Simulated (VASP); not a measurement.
# BP (F-43m) in VASP: further runs, part 2 of 2

VASP 6.6.1.

### Step 3. Electric field gradients, LDA

This run uses another cell than the first one, of 11.68 Å³/atom, 1.010 times its volume.

INCAR

```
SYSTEM = BP
  PREC = Accurate
  ENCUT = 520
  EDIFF = 1E-8
  ISMEAR = -1
  SIGMA = 0.05
  LREAL = .False.
  LASPH = .True.
  NELM = 100
  ALGO = Normal
  ISIF = 2
  LWAVE = .False.
  LCHARG = .False.
  LEFG = .True.
  NBANDS = 11
```

KPOINTS

```
regular mesh
0
Gamma
  15 15 15
  0 0 0
```

POSCAR

```
BP
1.0
    0.0000000000      2.2690000000      2.2690000000
    2.2690000000      0.0000000000      2.2690000000
    2.2690000000      2.2690000000      0.0000000000
B P
1 1
Direct
    0.0000000000      0.0000000000      0.0000000000
    0.7500000000      0.7500000000      0.7500000000
```

Potentials or basis: VASP PAW LDA potentials, release 64 (B, P).

On the command line:

```console
$ cat potpaw_LDA.64/B/POTCAR potpaw_LDA.64/P/POTCAR > POTCAR
$ mpirun -np 1 vasp_std > vasp.out
```

OUTCAR:

```text
SYSTEM = BP
   PREC = Accurate
   ENCUT = 520
   EDIFF = 1E-8
   ISMEAR = -1
   LREAL = .False.
   LASPH = .True.
   NELM = 100
   ISIF = 2

 ion  position               nearest neighbor table
   1  0.000  0.000  0.000-   2 1.97   2 1.97   2 1.97   2 1.97
   2  0.750  0.750  0.750-   1 1.97   1 1.97   1 1.97   1 1.97

  LATTYP: Found a face centered cubic cell.
 ALAT       =     4.5380000000

  Lattice vectors:

 A1 = (   0.0000000000,   2.2690000000,   2.2690000000)
 A2 = (   2.2690000000,   0.0000000000,   2.2690000000)
 A3 = (   2.2690000000,   2.2690000000,   0.0000000000)

Analysis of symmetry for initial positions (statically):
[... 5 lines left out ...]
 face centered cubic supercell.

 Subroutine GETGRP returns: Found 24 space group operations
 (whereof 24 operations were pure point group operations)
 out of a pool of 48 trial point group operations.
[... 519 lines left out ...]
  energy-cutoff  :      520.00
  volume of cell :       23.36
      direct lattice vectors                 reciprocal lattice vectors
     0.000000000  2.269000000  2.269000000    -0.220361393  0.220361393  0.220361393
     2.269000000  0.000000000  2.269000000     0.220361393 -0.220361393  0.220361393
     2.269000000  2.269000000  0.000000000     0.220361393  0.220361393 -0.220361393

 POSITION                                       TOTAL-FORCE (eV/Angst)
 -----------------------------------------------------------------------------------
      0.00000      0.00000      0.00000        -0.000000     -0.000000      0.000000
      3.40350      3.40350      3.40350         0.000000      0.000000     -0.000000
 -----------------------------------------------------------------------------------
    total drift:                               -0.000000     -0.000000     -0.000000

  FREE ENERGIE OF THE ION-ELECTRON SYSTEM (eV)
  ---------------------------------------------------
  free  energy   TOTEN  =       -14.3874577873 eV

  energy  without entropy=      -14.3874577491  energy(sigma->0) =      -14.38745777

 Electric field gradients (V/A^2)
---------------------------------------------------------------------
 ion       V_xx      V_yy      V_zz      V_xy      V_xz      V_yz
---------------------------------------------------------------------
   1       0.000    -0.000     0.000     0.000     0.000     0.000
   2       0.000    -0.000     0.000    -0.000    -0.000    -0.000
---------------------------------------------------------------------

 Electric field gradients after diagonalization (V/A^2)
 (convention: |V_zz| > |V_xx| > |V_yy|)
----------------------------------------------------------------------
 ion       V_xx      V_yy      V_zz     asymmetry (V_yy - V_xx)/ V_zz
----------------------------------------------------------------------
   1      -0.000    -0.000     0.000       0.000
   2       0.000     0.000    -0.000       0.000
----------------------------------------------------------------------

           NMR quadrupolar parameters

 Cq : quadrupolar parameter    Cq=e*Q*V_zz/h
 eta: asymmetry parameters     (V_yy - V_xx)/ V_zz
 Q  : nuclear electric quadrupole moment in mb (millibarn)
----------------------------------------------------------------------
 ion       Cq(MHz)       eta       Q (mb)
----------------------------------------------------------------------
   1       0.000       0.000       1.000
   2      -0.000       0.000       1.000
----------------------------------------------------------------------
```

OSZICAR:

```text
N       E                     dE             d eps       ncg     rms          rms(c)
DAV:   1     0.869563951907E+01    0.86956E+01   -0.39521E+03  2640   0.652E+02
DAV:   2    -0.145340339104E+02   -0.23230E+02   -0.22008E+02  3594   0.111E+02
DAV:   3    -0.152094559026E+02   -0.67542E+00   -0.67335E+00  3326   0.164E+01
DAV:   4    -0.152122542036E+02   -0.27983E-02   -0.27980E-02  3015   0.124E+00
DAV:   5    -0.152122692095E+02   -0.15006E-04   -0.15006E-04  3267   0.906E-02    0.734E+00
DAV:   6    -0.145121963017E+02    0.70007E+00   -0.16077E+00  2991   0.542E+00    0.386E+00
DAV:   7    -0.144000988152E+02    0.11210E+00   -0.24991E-01  3302   0.250E+00    0.128E+00
DAV:   8    -0.143874198558E+02    0.12679E-01   -0.31027E-02  3077   0.941E-01    0.219E-01
DAV:   9    -0.143874601390E+02   -0.40283E-04   -0.79945E-04  3048   0.196E-01    0.152E-01
DAV:  10    -0.143874559886E+02    0.41503E-05   -0.12953E-04  2886   0.647E-02    0.342E-02
DAV:  11    -0.143874582825E+02   -0.22939E-05   -0.70083E-06  3270   0.136E-02    0.394E-02
DAV:  12    -0.143874577844E+02    0.49811E-06   -0.25886E-06  2995   0.662E-03    0.121E-02
DAV:  13    -0.143874577959E+02   -0.11466E-07   -0.96987E-08  3155   0.190E-03    0.824E-03
DAV:  14    -0.143874577873E+02    0.85561E-08   -0.27970E-08  1736   0.723E-04
   1 F= -.14387458E+02 E0= -.14387458E+02  d E =-.382308E-07
```

It took 31 s on 1 thread of AMD EPYC 7R43 (Zen 3), shared host; peak memory 0.11 GiB.

Results:

* Free energy: -14.3875 eV
* Pressure: -5.3 GPa
* Band gap on the k mesh: 1.19 eV, indirect (least direct gap 3.38 eV)

Levels at points of the mesh, in eV from the valence-band top:
```tsv
k point	band 1	band 2	band 3	band 4	band 5	band 6	band 7	band 8	band 9
(0.00, 0.00, 0.00)	-15.39	0.00	0.00	0.00	3.38	3.38	3.38	7.37	11.26
```

Caveat: without QUAD_EFG the Cq values of the log hold for a quadrupole moment of 1 mb, not for the nuclei.

### Step 4. Electric field gradients, LDA

This run uses another cell than the first one, of 11.68 Å³/atom, 1.010 times its volume.

INCAR

```
PREC = Accurate
ENCUT = 520
EDIFF = 1E-8
ISMEAR = -1
SIGMA = 0.05
LREAL = False
LASPH = True
NELM = 100
ALGO = Normal
ISIF = 2
LWAVE = False
LCHARG = False
GGA = CA
LEFG = True
NBANDS = 11
```

KPOINTS

```
regular mesh
0
Gamma
  15 15 15
```

POSCAR is that of step 3.

Potentials or basis: VASP PAW LDA potentials, release 64 (B, P).

On the command line:

```console
$ cat potpaw_LDA.64/B/POTCAR potpaw_LDA.64/P/POTCAR > POTCAR
$ mpirun -np 1 vasp_std > vasp.out
```

OUTCAR:

```text
PREC = Accurate
   ENCUT = 520
   EDIFF = 1E-8
   ISMEAR = -1
   LREAL = False
   LASPH = True
   NELM = 100
   ISIF = 2
   GGA = CA

 ion  position               nearest neighbor table
   1  0.000  0.000  0.000-   2 1.97   2 1.97   2 1.97   2 1.97
   2  0.750  0.750  0.750-   1 1.97   1 1.97   1 1.97   1 1.97

  LATTYP: Found a face centered cubic cell.
 ALAT       =     4.5380000000

  Lattice vectors:

 A1 = (   0.0000000000,   2.2690000000,   2.2690000000)
 A2 = (   2.2690000000,   0.0000000000,   2.2690000000)
 A3 = (   2.2690000000,   2.2690000000,   0.0000000000)

Analysis of symmetry for initial positions (statically):
[... 5 lines left out ...]
 face centered cubic supercell.

 Subroutine GETGRP returns: Found 24 space group operations
 (whereof 24 operations were pure point group operations)
 out of a pool of 48 trial point group operations.

[... 518 lines left out ...]
  energy-cutoff  :      520.00
  volume of cell :       23.36
      direct lattice vectors                 reciprocal lattice vectors
     0.000000000  2.269000000  2.269000000    -0.220361393  0.220361393  0.220361393
     2.269000000  0.000000000  2.269000000     0.220361393 -0.220361393  0.220361393
     2.269000000  2.269000000  0.000000000     0.220361393  0.220361393 -0.220361393

 POSITION                                       TOTAL-FORCE (eV/Angst)
 -----------------------------------------------------------------------------------
      0.00000      0.00000      0.00000        -0.000000     -0.000000      0.000000
      3.40350      3.40350      3.40350         0.000000      0.000000     -0.000000
 -----------------------------------------------------------------------------------
    total drift:                               -0.000000     -0.000000     -0.000000

  FREE ENERGIE OF THE ION-ELECTRON SYSTEM (eV)
  ---------------------------------------------------
  free  energy   TOTEN  =       -14.3874577873 eV

  energy  without entropy=      -14.3874577491  energy(sigma->0) =      -14.38745777

 Electric field gradients (V/A^2)
---------------------------------------------------------------------
 ion       V_xx      V_yy      V_zz      V_xy      V_xz      V_yz
---------------------------------------------------------------------
   1       0.000    -0.000     0.000     0.000     0.000     0.000
   2       0.000    -0.000     0.000    -0.000    -0.000    -0.000
---------------------------------------------------------------------

 Electric field gradients after diagonalization (V/A^2)
 (convention: |V_zz| > |V_xx| > |V_yy|)
----------------------------------------------------------------------
 ion       V_xx      V_yy      V_zz     asymmetry (V_yy - V_xx)/ V_zz
----------------------------------------------------------------------
   1      -0.000    -0.000     0.000       0.000
   2       0.000     0.000    -0.000       0.000
----------------------------------------------------------------------

           NMR quadrupolar parameters

 Cq : quadrupolar parameter    Cq=e*Q*V_zz/h
 eta: asymmetry parameters     (V_yy - V_xx)/ V_zz
 Q  : nuclear electric quadrupole moment in mb (millibarn)
----------------------------------------------------------------------
 ion       Cq(MHz)       eta       Q (mb)
----------------------------------------------------------------------
   1       0.000       0.000       1.000
   2      -0.000       0.000       1.000
----------------------------------------------------------------------
```

It took 28 s on 1 thread of AMD EPYC 7R43 (Zen 3), shared host; peak memory 0.11 GiB.

What came out:

* Free energy: -14.3875 eV
* Pressure: -5.3 GPa
* Band gap on the k mesh: 1.19 eV, indirect (least direct gap 3.38 eV)

Levels at points of the mesh, in eV from the valence-band top:
| k point | band 1 | band 2 | band 3 | band 4 | band 5 | band 6 | band 7 | band 8 | band 9 |
| --- | --- | --- | --- | --- | --- | --- | --- | --- | --- |
| (0.00, 0.00, 0.00) | -15.39 | 0.00 | 0.00 | 0.00 | 3.38 | 3.38 | 3.38 | 7.37 | 11.26 |

Caveat: without QUAD_EFG the Cq values of the log hold for a quadrupole moment of 1 mb, not for the nuclei. A k mesh can miss the band edges.
